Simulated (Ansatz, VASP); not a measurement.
**One calculation of Na, two programs**

Contents of INCAR:

```
SYSTEM = Na
ALGO = Normal
EDIFF = 1E-6
ENCUT = 520
ISIF = 2
ISMEAR = -1
LASPH = .TRUE.
LCHARG = .FALSE.
LREAL = .FALSE.
LWAVE = .FALSE.
NBANDS = 10
NELM = 60
PREC = Accurate
SIGMA = 0.1
```

Contents of KPOINTS:

```
k-points
0
G
  12 12 12
  0 0 0
```

Contents of POSCAR:

```
Na
1.0
   -2.0299024443      2.0299024443      2.0299024443
    2.0299024443     -2.0299024443      2.0299024443
    2.0299024443      2.0299024443     -2.0299024443
Na
1
Direct
    0.0000000000      0.0000000000      0.0000000000
```

Input for Ansatz:

```yaml
crystal:
  lattice:
    - [-2.02990244435, 2.02990244435, 2.02990244435]
    - [2.02990244435, -2.02990244435, 2.02990244435]
    - [2.02990244435, 2.02990244435, -2.02990244435]
  atoms:
    - { symbol: Na, position: [0.0, 0.0, 0.0] }
kpoints:
  mp_grid: { grid: [12, 12, 12] }
scf:
  occupations: { method: fermi_dirac, width: 0.1 }
hamiltonian:
  xc: lda
  pseudopotentials: { kind: paw }
output:
  forces: true
  stress: true
  eigenvalues: true
  eigenstates:
    nscf_kmesh: { grid: [20, 20, 20] }
    de_dk: true
    e_range: [-14, 14]
  optics:
    e_range: [0, 30]
    de: 0.2
    sigma: 0.25
    bands: { spectra_wanted_up_to: 30 }
    nscf_kmesh: { grid: [20, 20, 20] }
    drude_damping: 0.03
checkpoint:
  write: ck
  write_wavefunctions: false
```

Alike in both runs: task single point; functional LDA; k mesh 12 × 12 × 12; occupations fermi-dirac, width 0.1 eV; no spin polarisation.

|  | VASP | Ansatz |
| --- | --- | --- |
| version | VASP 6.6.1 | Ansatz 0.2.0 |
| potentials or method | VASP PAW LDA potentials, release 64 (Na_pv) | PAW with Ansatz's default frozen-core files, scalar-relativistic |
| plane-wave cutoff (eV) | 520 | 420 |
| valence electrons in the cell | 7 | 9 |

|  | VASP | Ansatz | Ansatz less VASP |
| --- | --- | --- | --- |
| pressure (GPa) | -0.1 | 0.0 | +0.03 |

LDA's correlation is that of Perdew and Zunger in VASP and of Perdew and Wang (1992) in Ansatz. VASP's potentials hold 7 valence electrons a cell and Ansatz's 9, so a difference there can come from the potentials and not from the codes. Ansatz's warnings: optics on partly filled bands.
